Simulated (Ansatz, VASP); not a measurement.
**One calculation of H3CCl, two programs**

```xyz
40
Lattice="8.3815 0.0000 0.0000 0.0000 8.3815 0.0000 0.0000 0.0000 8.3815" Properties=species:S:1:pos:R:3 pbc="T T T"
C     1.5846    0.5537    5.9499
C     1.1318    5.1652    7.5666
C     6.8391    0.9304    0.6633
C     6.1078    5.6920    3.5680
C     1.8201    4.4274    2.9375
C     4.6522    4.4152    7.4846
C     2.1100    1.0225    2.3120
C     6.9002    2.6487    5.4528
Cl    3.3924    0.5714    6.0295
Cl   -0.3493    5.2380    8.5888
Cl    6.6896    0.8803    2.4652
Cl    6.9417    5.8804    5.1619
Cl    2.6478    3.9512    4.4672
Cl    4.4259    5.1367    9.1063
Cl    2.5989   -0.5548    1.6209
Cl    6.8058    0.8507    5.6441
H     1.2655    1.5385    5.6031
H     1.2747   -0.2220    5.2428
H     1.1913    0.3399    6.9498
H     1.8050    5.9753    7.8826
H     1.6032    4.1917    7.7239
H     0.8263    5.2761    6.5164
H     6.8578    1.9796    0.3586
H     7.7692    0.4211    0.3883
H     5.9766    0.4113    0.2350
H     5.1033    5.3071    3.7630
H     6.0681    6.6789    3.0882
H     6.6832    4.9777    2.9622
H     1.7469    5.5187    2.9070
H     2.4398    4.0728    2.1065
H     0.8254    3.9661    2.9249
H     3.9512    4.8923    6.7939
H     5.6767    4.6324    7.1774
H     4.4688    3.3379    7.5498
H     2.1197    1.7638    1.4974
H     1.0977    0.9188    2.7226
H     2.8328    1.2951    3.0962
H     5.9024    3.0070    5.1845
H     7.2378    3.0842    6.3966
H     7.6124    2.8604    4.6512
```

Alike in both runs: functional PBE; dispersion D3(BJ); k mesh 1 × 1 × 1; occupations fermi-dirac, width 0.05 eV; no spin polarisation.

Ansatz relaxed the structure, and its values are those at the end. VASP's run is a single point on that final structure, the one shown.

|  | VASP | Ansatz |
| --- | --- | --- |
| version | VASP 6.6.1 | Ansatz 0.2.0 |
| potentials or method | VASP PAW PBE potentials, release 64 (C, Cl, H), cutoff 520 eV | scalar-relativistic, plane waves, PAW |
| valence electrons in the cell | 112 | 112 |

```tsv
	VASP	Ansatz	Ansatz less VASP
rms of the force components (eV/Å)	0.075	0.070	-0.0057
```
